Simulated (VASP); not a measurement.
# BaH2 (P6_3/mmc) in VASP: further runs

BaH2 is run at these levels: PBEsol; tasks: relaxation of cell and atoms.

All numbers are computed with VASP 6.6.1; they aren't measurements. Logs are shortened: lines on timing, memory, paths and dates and some standing lists are left out, and cuts for length are marked.

### 1 The cell of the first run

The structure is hexagonal, space group P6_3/mmc (No. 194). Conventional cell: a = 4.328 Å, b = 4.328 Å, c = 5.635 Å, α = 90.00°, β = 90.00°, γ = 120.00°. Within 3.3 Å of Ba (site symmetry -6m2) lie 11 H at 2.50 to 2.87 Å. Within 3.3 Å of H (site symmetry -6m2) lie 5 Ba at 2.50 to 2.82 Å and 6 H at 2.87 Å. H (site symmetry -3m) has 8 H at 2.82 to 2.87 Å and 6 Ba at 2.87 Å within 3.7 Å.

### 2 Relaxation of cell and atoms, PBEsol, target pressure 2 GPa, at which the enthalpy is minimised

INCAR

```
SYSTEM = BaH2
ALGO = Normal
EDIFF = 1E-7
EDIFFG = -0.002
ENCUT = 500
GGA = PS
GGA_COMPAT = .False.
IBRION = 2
ISIF = 3
ISMEAR = 0
LASPH = .True.
LCHARG = .False.
LREAL = .False.
LWAVE = .False.
NELM = 120
NELMIN = 4
NSW = 100
PREC = Accurate
PSTRESS = 20.0
SIGMA = 0.02
```

KPOINTS

```
k-points
0
Gamma
  9 9 6
  0 0 0
```

POSCAR

```
BaH2
1.0
    4.3283051684      0.0000000000      0.0000000000
   -2.1641525842      3.7484222312      0.0000000000
    0.0000000000      0.0000000000      5.6346746576
Ba H
2 4
Direct
    0.6666666667      0.3333333333      0.7500000000
    0.3333333333      0.6666666667      0.2500000000
    0.3333333333      0.6666666667      0.7500000000
    0.6666666667      0.3333333333      0.2500000000
    0.0000000000      0.0000000000      0.5000000000
    0.0000000000      0.0000000000      0.0000000000
```

Potentials or basis: VASP PAW PBE potentials, release 64 (Ba_sv, H).

On the command line:

```bash
$ cat potpaw_PBE.64/Ba_sv/POTCAR potpaw_PBE.64/H/POTCAR > POTCAR
$ mpirun -np 1 vasp_std > vasp.out
```

OUTCAR:

```text
SYSTEM = BaH2
   EDIFF = 1E-7
   EDIFFG = -0.002
   ENCUT = 500
   GGA = PS
   IBRION = 2
   ISIF = 3
   ISMEAR = 0
   LASPH = .True.
   LREAL = .False.
   NELM = 120
   NELMIN = 4
   NSW = 100
   PREC = Accurate
   PSTRESS = 20.0

 ion  position               nearest neighbor table
   1  0.667  0.333  0.750-   3 2.50   3 2.50   3 2.50   4 2.82   4 2.82   2 3.77   2 3.77   2 3.77
                             2 3.77   2 3.77   2 3.77
   2  0.333  0.667  0.250-   4 2.50   4 2.50   4 2.50   3 2.82   3 2.82   1 3.77   1 3.77   1 3.77
                             1 3.77   1 3.77   1 3.77
   3  0.333  0.667  0.750-   1 2.50   1 2.50   1 2.50   2 2.82   2 2.82
   4  0.667  0.333  0.250-   2 2.50   2 2.50   2 2.50   1 2.82   1 2.82
   5  0.000  0.000  0.500-
   6  0.000  0.000  0.000-

  LATTYP: Found a hexagonal cell.
 ALAT       =     4.3283051684
 C/A-ratio  =     1.3018200978

  Lattice vectors:

 A1 = (   4.3283051684,   0.0000000000,   0.0000000000)
 A2 = (  -2.1641525842,   3.7484222312,   0.0000000000)
 A3 = (   0.0000000000,   0.0000000000,   5.6346746576)

Analysis of symmetry for initial positions (statically):
=====================================================================
 Subroutine PRICEL returns:
 Original cell was already a primitive cell.

 Routine SETGRP: Setting up the symmetry group for a
 hexagonal supercell.

 Subroutine GETGRP returns: Found 24 space group operations
 (whereof 12 operations were pure point group operations)
 out of a pool of 24 trial point group operations.

The static configuration has the point symmetry D_3d.
 The point group associated with its full space group is D_6h.

Analysis of symmetry for dynamics (positions and initial velocities):
=====================================================================
 Subroutine PRICEL returns:
 Original cell was already a primitive cell.

 Routine SETGRP: Setting up the symmetry group for a
 hexagonal supercell.

 Subroutine GETGRP returns: Found 24 space group operations
 (whereof 12 operations were pure point group operations)
 out of a pool of 24 trial point group operations.

The dynamic configuration has the point symmetry D_3d.
 The point group associated with its full space group is D_6h.

 Subroutine INISYM returns: Found 24 space group operations
 (whereof 12 operations are pure point group operations),
 and found     1 'primitive' translations

----------------------------------------------------------------------------------------

                                     Primitive cell

  volume of cell :      91.4187

  direct lattice vectors                    reciprocal lattice vectors
     4.328305168  0.000000000  0.000000000     0.231037314  0.133389455  0.000000000
    -2.164152584  3.748422231  0.000000000     0.000000000  0.266778911  0.000000000
     0.000000000  0.000000000  5.634674658     0.000000000  0.000000000  0.177472536

  length of vectors
     4.328305168  4.328305168  5.634674658     0.266778911  0.266778911  0.177472536

  position of ions in fractional coordinates (direct lattice)
     0.666666667  0.333333333  0.750000000
     0.333333333  0.666666667  0.250000000
     0.333333333  0.666666667  0.750000000
     0.666666667  0.333333333  0.250000000
     0.000000000  0.000000000  0.500000000
     0.000000000  0.000000000  0.000000000

  ion indices of the primitive-cell ions
   primitive index   ion index
                 1           1
                 2           2
                 3           3
                 4           4
                 5           5
                 6           6

----------------------------------------------------------------------------------------

 KPOINTS: k-points

Automatic generation of k-mesh.
 Grid dimensions read from file:
 generate k-points for:    9    9    6

 Generating k-lattice:

  Cartesian coordinates                     Fractional coordinates (reciprocal lattice)
     0.025670813  0.014821051  0.000000000     0.111111111  0.000000000  0.000000000
     0.000000000  0.029642101  0.000000000     0.000000000  0.111111111  0.000000000
     0.000000000  0.000000000  0.029578756     0.000000000  0.000000000  0.166666667

  Length of vectors
     0.029642101  0.029642101  0.029578756

  Shift w.r.t. Gamma in fractional coordinates (k-lattice)
     0.000000000  0.000000000  0.000000000

 Subroutine IBZKPT returns following result:
 ===========================================

 Found     48 irreducible k-points:

 Following reciprocal coordinates:
            Coordinates               Weight
  0.000000  0.000000  0.000000      1.000000
  0.111111  0.000000  0.000000      6.000000
  0.222222 -0.000000  0.000000      6.000000
  0.333333  0.000000  0.000000      6.000000
  0.444444 -0.000000  0.000000      6.000000
  0.111111  0.111111  0.000000      6.000000
[... 16 lines left out ...]
  0.333333  0.222222  0.166667     24.000000
  0.333333  0.333333  0.166667      4.000000
 [... further k-points ...]
   k-points           NKPTS =     48   k-points in BZ     NKDIM =     48   number of bands    NBANDS=     16
   number of dos      NEDOS =    301   number of ions     NIONS =      6
   total plane-waves  NPLWV =  43008
   dimension x,y,z NGX =    32 NGY =   32 NGZ =   42
   dimension x,y,z NGXF=    64 NGYF=   64 NGZF=   84
   ions per type =               2   4
   NGX,Y,Z   is equivalent  to a cutoff of  12.29, 12.29, 12.39 a.u.
   NGXF,Y,Z  is equivalent  to a cutoff of  24.58, 24.58, 24.78 a.u.
 SYSTEM =  BaH2
   PREC   = accura    normal or accurate (medium, high low for compatibility)
   ISTART =      0    job   : 0-new  1-cont  2-samecut
   ICHARG =      2    charge: 1-file 2-atom 10-const
   ISPIN  =      1    spin polarized calculation?
   LNONCOLLINEAR =      F non collinear calculations
   LSORBIT =      F    spin-orbit coupling
   LASPH  =      T    aspherical Exc in radial PAW
   ENCUT  =  500.0 eV  36.75 Ry    6.06 a.u.   7.89  7.89 10.27*2*pi/ulx,y,z
   NELM   =    120;   NELMIN=  4; NELMDL= -5     # of ELM steps
   EDIFF  = 0.1E-06   stopping-criterion for ELM
   LREAL  =      F    real-space projection
   EDIFFG = -.2E-02   stopping-criterion for IOM
   NSW    =    100    number of steps for IOM
   IBRION =      2    ionic relax: 0-MD 1-quasi-New 2-CG
   NFREE  =      1    steps in history (QN), initial steepest desc. (CG)
   ISIF   =      3    stress and relaxation
   ISYM   =      2    0-nonsym 1-usesym 2-fastsym
   POTIM  = 0.5000    time-step for ionic-motion
   TEBEG  =    0.0;   TEEND  =   0.0 temperature during run
   PSTRESS=   20.0 pullay stress
   NELECT =      24.0000    total number of electrons
   NUPDOWN=      -1.0000    fix difference up-down
   EMIN   =  10.00;   EMAX   =-10.00  energy-range for DOS
   EFERMI =   0.00;   METHOD = LEGACY
   ISMEAR =     0;   SIGMA  =   0.02  broadening in eV -4-tet -1-fermi 0-gaus
   EFERMI_NEDOS =   21; number of points for ismear=-14 and -15
   IALGO  =     38    algorithm
   IMIX   =      4    mixing-type and parameters
     AMIX     =   0.40;   BMIX     =  1.00
     AMIX_MAG =   1.60;   BMIX_MAG =  1.00
  volume/ion in A,a.u.               =      15.24       102.82
  Fermi-wavevector in a.u.,A,eV,Ry     =   1.048255  1.980914 14.950599  1.098838
  Thomas-Fermi vector in A             =   2.183169
   LORBIT       =      0    0 simple, 1 ext, 2 COOP (PROOUT), +10 PAW based schemes
   GGA     = PS    functional components
   LHFCALC =     F    Hartree Fock is set to
   AEXX    =    0.0000 exact exchange contribution
   IVDW    =     0    specifies the selected vdW correction
   LEPSILON=     F    determine dielectric tensor
   LRPA    =     F    only Hartree local field effects (RPA)
 conjugate gradient relaxation of ions
 non-spin polarized calculation
 Gauss-broadening in eV      SIGMA  =   0.02
  energy-cutoff  :      500.00
  volume of cell :       91.42
 maximum number of plane-waves:      2352
 NGX is ok and might be reduce to    32
   NGX = 15   NGY = 15   NGZ = 21

--------------------------------------- Ionic step        1  -------------------------------------------

 number of electron      23.9999994 magnetization

 Free energy of the ion-electron system (eV)
  ---------------------------------------------------
  ext. energy  EPLUGINS =         0.00000000
  ---------------------------------------------------
  free energy    TOTEN  =       -20.40043827 eV

  energy without entropy =      -20.40043827  energy(sigma->0) =      -20.40043827

------------------------ aborting loop because EDIFF is reached ----------------------------------------

  FORCE on cell =-STRESS in cart. coord.  units (eV):
  Direction    XX          YY          ZZ          XY          YZ          ZX
  --------------------------------------------------------------------------------------
  -------------------------------------------------------------------------------------
  Total        1.7137020      1.7137020      1.7117338      0.0000000      0.0000000      0.0000000
  in kB       30.0338259     30.0338259     29.9993319      0.0000000      0.0000000      0.0000000
  external PRESSURE =      10.0223279 kB  Pullay stress =      20.0000000 kB

 VOLUME and BASIS-vectors are now :
 -----------------------------------------------------------------------------
  energy-cutoff  :      500.00
  volume of cell :       91.42
      direct lattice vectors                 reciprocal lattice vectors
     4.328305168  0.000000000  0.000000000     0.231037314  0.133389455  0.000000000
    -2.164152584  3.748422231  0.000000000     0.000000000  0.266778911  0.000000000
     0.000000000  0.000000000  5.634674658     0.000000000  0.000000000  0.177472536
[... 138 lines left out ...]
  FREE ENERGIE OF THE ION-ELECTRON SYSTEM (eV)
  ---------------------------------------------------
  free  energy   TOTEN  =       -20.4311253819 eV

  energy  without entropy=      -20.4311253819  energy(sigma->0) =      -20.43112538

  enthalpy is  TOTEN    =       -19.2653807921 eV   P V=        1.1657445898

--------------------------------------- Ionic step        5  -------------------------------------------

 number of electron      23.9999997 magnetization

 Free energy of the ion-electron system (eV)
  ---------------------------------------------------
  ext. energy  EPLUGINS =         0.00000000
  ---------------------------------------------------
  free energy    TOTEN  =       -20.43232887 eV

  energy without entropy =      -20.43232887  energy(sigma->0) =      -20.43232887

 E-fermi :   1.5923     XC(G=0):  -9.2827

 val. band max:        1.4802850836   @ k =   0.0000   0.0000   0.1667
 cond. band min:       3.0622935556   @ k =   0.3333   0.3333   0.5000
 fundamental gap:      1.5820084721
 Fermi energy:         1.5922719797

 k-point     1 :       0.0000    0.0000    0.0000
  band No.  band energies     occupation
      1     -25.4413      2.00000
      2     -25.1420      2.00000
      3     -11.4936      2.00000
      4     -10.4540      2.00000
      5     -10.4540      2.00000
      6     -10.0713      2.00000
[... 8 lines left out ...]
     15       5.2306      0.00000
     16       5.2306      0.00000
[... 419 lines left out ...]
 k-point    24 :       0.3333    0.3333    0.1667
  band No.  band energies     occupation
      1     -25.2398      2.00000
      2     -25.2398      2.00000
      3     -11.0492      2.00000
      4     -11.0492      2.00000
      5     -11.0226      2.00000
      6     -10.3871      2.00000
[... 8 lines left out ...]
     15       5.7695      0.00000
     16       7.0473      0.00000

 [... further k-points ...]
[... 5 lines left out ...]
  --------------------------------------------------------------------------------------
  -------------------------------------------------------------------------------------
  Total        1.1646642      1.1646642      1.1674306      0.0000000     -0.0000000      0.0000000
  in kB       19.9637303     19.9637303     20.0111497      0.0000000     -0.0000000      0.0000000
  external PRESSURE =      -0.0204632 kB  Pullay stress =      20.0000000 kB

 VOLUME and BASIS-vectors are now :
 -----------------------------------------------------------------------------
  energy-cutoff  :      500.00
  volume of cell :       93.47
      direct lattice vectors                 reciprocal lattice vectors
     4.352547661  0.000000000  0.000000000     0.229750500  0.132646513  0.000000000
    -2.176273831  3.769416846  0.000000000    -0.000000000  0.265293026  0.000000000
     0.000000000 -0.000000000  5.697074811     0.000000000  0.000000000  0.175528676

 POSITION                                       TOTAL-FORCE (eV/Angst)
 -----------------------------------------------------------------------------------
      2.17627      1.25647      4.27281        -0.000000      0.000000     -0.000000
     -0.00000      2.51294      1.42427         0.000000     -0.000000      0.000000
     -0.00000      2.51294      4.27281         0.000000      0.000000      0.000000
      2.17627      1.25647      1.42427         0.000000      0.000000      0.000000
      0.00000     -0.00000      2.84854         0.000000      0.000000      0.000000
      0.00000      0.00000      0.00000         0.000000      0.000000      0.000000
 -----------------------------------------------------------------------------------
    total drift:                               -0.000000      0.000000     -0.000000

  FREE ENERGIE OF THE ION-ELECTRON SYSTEM (eV)
  ---------------------------------------------------
  free  energy   TOTEN  =       -20.4323288696 eV

  energy  without entropy=      -20.4323288696  energy(sigma->0) =      -20.43232887

  enthalpy is  TOTEN    =       -19.2655487030 eV   P V=        1.1667801667

 reached required accuracy - stopping structural energy minimisation
```

Wall time 6 min (1 thread of Intel Xeon 8259CL, shared host); peak memory 0.24 GiB.

Results:

```
Free energy                                                : -20.4323 eV
Relaxed volume                                             : 15.58 Å³/atom
Relaxed cell                                               : a = 4.353 Å, b = 4.353 Å, c = 5.697 Å, α = 90.00°, β = 90.00°, γ = 120.00°
Space group after relaxing (to 0.1 Å)                      : P6_3/mmc (No. 194)
Energy change on relaxing (the run minimises the enthalpy) : -5.3 meV/atom
Ionic steps                                                : 5
Pressure after relaxing                                    : 2.0 GPa
Band gap on the k mesh                                     : 1.58 eV (least direct gap 2.39 eV)
```

Step by step:
| step | energy change (eV) | largest force (eV/Å) | pressure (GPa) | volume (Å³) |
| --- | --- | --- | --- | --- |
| 1 | 0.0000 | 0.0000 | 3.00 | 91.42 |
| 2 | -0.0211 | 0.0000 | 2.33 | 92.69 |
| 3 | -0.0299 | 0.0000 | 2.00 | 93.34 |
| 4 | -0.0307 | 0.0000 | 2.00 | 93.39 |
| 5 | -0.0319 | 0.0000 | 2.00 | 93.47 |

Final structure:
```
CELL_PARAMETERS angstrom
4.35255 0.00000 0.00000
-2.17627 3.76942 0.00000
0.00000 0.00000 5.69707
ATOMIC_POSITIONS crystal
Ba 0.66667 0.33333 0.75000
Ba 0.33333 0.66667 0.25000
H 0.33333 0.66667 0.75000
H 0.66667 0.33333 0.25000
H 0.00000 0.00000 0.50000
H 0.00000 0.00000 0.00000
```

Caveat: the cell is relaxed towards a set pressure, so the run minimises the enthalpy, not the energy; the PAW data sets were made with another functional, which shifts forces and pressure a little; spin-orbit coupling is left out, which moves the levels of the heavy elements; an odd mesh through Γ misses points on the zone boundary, where band edges can lie.

(Part 1 of 2 ends here.)
